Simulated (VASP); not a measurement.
Write the native input for VASP 6.6.1 that does the following.

```yaml
Task: single point
Functional: revPBE
Potentials_or_basis: VASP PAW PBE potentials, release 64 (Ba_sv)
Cutoff: 520 eV
k_mesh: 6 × 6 × 8
Occupations: fermi-dirac, width 0.1 eV
Spin: no spin polarisation
Dipole_correction: no
Further_INCAR_settings: ALGO = Normal; EDIFF = 1e-06; NBANDS = 22
```

The structure of Ba lies in POSCAR:

```
Ba
1.0
    7.4497870297      0.0000000000      0.0000000000
   -3.7248935148      6.4517048205      0.0000000000
    0.0000000000      0.0000000000      4.4255847206
Ba
3
Direct
    0.0000000000      0.0000000000      0.0000000000
    0.3333333333      0.6666666667      0.5000000000
    0.6666666667      0.3333333333      0.5000000000
```

This cell differs from its parent crystal: volume scaled by 1.04.

One way to write it, as run:

INCAR

```
PREC = Accurate ; ENCUT = 520
EDIFF = 1E-6 ; ISMEAR = -1
SIGMA = 0.1 ; LREAL = F
LASPH = T ; NELM = 60
ALGO = Normal ; ISIF = 2
LWAVE = F ; LCHARG = F
GGA = RE ; NBANDS = 22
```

KPOINTS

```
regular mesh
0
Gamma
  6 6 8
```

Potentials or basis: VASP PAW PBE potentials, release 64 (Ba_sv).

The run is started by

```bash
$ cat potpaw_PBE.64/Ba_sv/POTCAR > POTCAR
$ mpirun -np 1 vasp_std > vasp.out
```

It gave:

| Property | Result |
| --- | --- |
| Pressure | -0.3 GPa |
| Band gap on the k mesh | zero (band 15 reaches 1.73 eV, above the bottom of band 16 at 1.12 eV) |

Caveat: the PAW data sets were made with another functional, which shifts forces and pressure a little; spin-orbit coupling is left out, which moves the levels of the heavy elements.

It took 2.5 min on 1 thread of Intel(R) Xeon(R) Platinum 8488C (Sapphire Rapids), on a shared host, peak memory 0.39 GiB.
